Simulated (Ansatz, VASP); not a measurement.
## Two plane-wave programs on Sb

Contents of INCAR:

```
SYSTEM = Sb
  PREC = Accurate
  ENCUT = 600
  EDIFF = 1E-7
  ISMEAR = -1
  SIGMA = 0.05
  LREAL = .FALSE.
  LASPH = .TRUE.
  NELM = 100
  ALGO = Normal
  ISIF = 3
  LWAVE = .FALSE.
  LCHARG = .FALSE.
  GGA = PE
  IBRION = 2
  NSW = 60
  EDIFFG = -0.005
```

Contents of KPOINTS:

```
regular mesh
0
G
  11 11 11
  0 0 0
```

POSCAR

```
Sb
1.0
    0.0000000000      3.2710663102      3.2710663102
    3.2710663102      0.0000000000      3.2710663102
    3.2710663102      3.2710663102      0.0000000000
Sb
2
Direct
   -0.1250000000     -0.1250000000     -0.1250000000
    0.1250000000      0.1250000000      0.1250000000
```

Input for Ansatz:

```yaml
crystal:
  lattice:
    - [0.0, 3.2710663102, 3.2710663102]
    - [3.2710663102, 0.0, 3.2710663102]
    - [3.2710663102, 3.2710663102, 0.0]
  atoms:
    - { symbol: Sb, position: [-0.125, -0.125, -0.125] }
    - { symbol: Sb, position: [0.125, 0.125, 0.125] }
kpoints:
  mp_grid: { grid: [11, 11, 11] }
scf:
  occupations: { method: fermi_dirac, width: 0.05 }
hamiltonian:
  xc: pbe
  pseudopotentials: { kind: paw }
output:
  forces: true
  stress: true
relax:
  f_tol: 0.005
  max_steps: 40
  cell: {}
```

Alike in both runs: task relaxation of cell and atoms; functional PBE; k mesh 11 × 11 × 11; occupations fermi-dirac, width 0.05 eV; no spin polarisation.

```csv
,VASP,Ansatz
version,VASP 6.6.1,Ansatz 0.2.0
potentials or method,"VASP PAW PBE potentials, release 64 (Sb)","PAW with Ansatz's default frozen-core files, scalar-relativistic"
plane-wave cutoff (eV),600,420
valence electrons in the cell,10,30
```

|  | VASP | Ansatz | Ansatz less VASP |
| --- | --- | --- | --- |
| relaxed volume (Å³/atom) | 42.60 | 42.59 | -0.012 |
| relaxed cell length with the largest relative difference (Å) | 4.939 | 4.939 | -0.0005 |

VASP's potentials hold 10 valence electrons a cell and Ansatz's 30, so a difference there can come from the potentials and not from the codes.

Spin-orbit coupling is off throughout. Noted on VASP's run: the volume moved by over 15 % at a fixed basis, so the end points are rough.
